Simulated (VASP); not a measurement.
A run of VASP 6.6.1 is set up as follows.

The input INCAR:

```
SYSTEM = Si2Ni
PREC = Accurate ; ENCUT = 520
EDIFF = 1E-7 ; ISMEAR = 0
SIGMA = 0.15 ; LREAL = .False.
LASPH = .True. ; NELM = 100
ALGO = Normal ; ISIF = 2
LWAVE = .False. ; LCHARG = .False.
GGA = PE ; NBANDS = 16
```

KPOINTS

```
regular mesh
0
Gamma
  16 16 16
  0 0 0
```

The input POSCAR:

```
Si2Ni
1.0
    0.0000000000      2.8051152926      2.6417105182
    2.8051152926      0.0000000000      2.6417105182
    2.8051152926      2.8051152926      0.0000000000
Si Ni
2 1
Direct
    0.2500000000      0.2500000000      0.2500000000
    0.7500000000      0.7500000000      0.7500000000
    0.0000000000      0.0000000000      0.0000000000
```

Potentials or basis: VASP PAW PBE potentials, release 64 (Si, Ni).

Launch:

```bash
$ cat potpaw_PBE.64/Si/POTCAR potpaw_PBE.64/Ni/POTCAR > POTCAR
$ mpirun -np 1 vasp_std > vasp.out
```

**Question.** Estimate the pressure.

**Answer.** -3.9 GPa.

**Question.** Estimate the band gap on the k mesh.

**Answer.** Zero (bands 9 and 10 overlap by 2.61 eV).

Stress tensor (GPa, compression positive):
```
-4.97  0.00  0.00
 0.00 -4.97  0.00
 0.00  0.00 -1.87
```

Caveat: the cell differs from its parent crystal (strain +0.030 along x and y, -0.030 along z); the cell stands under tension. Spin polarisation is off, so any magnetic state and its effect on volume and gap are missing.
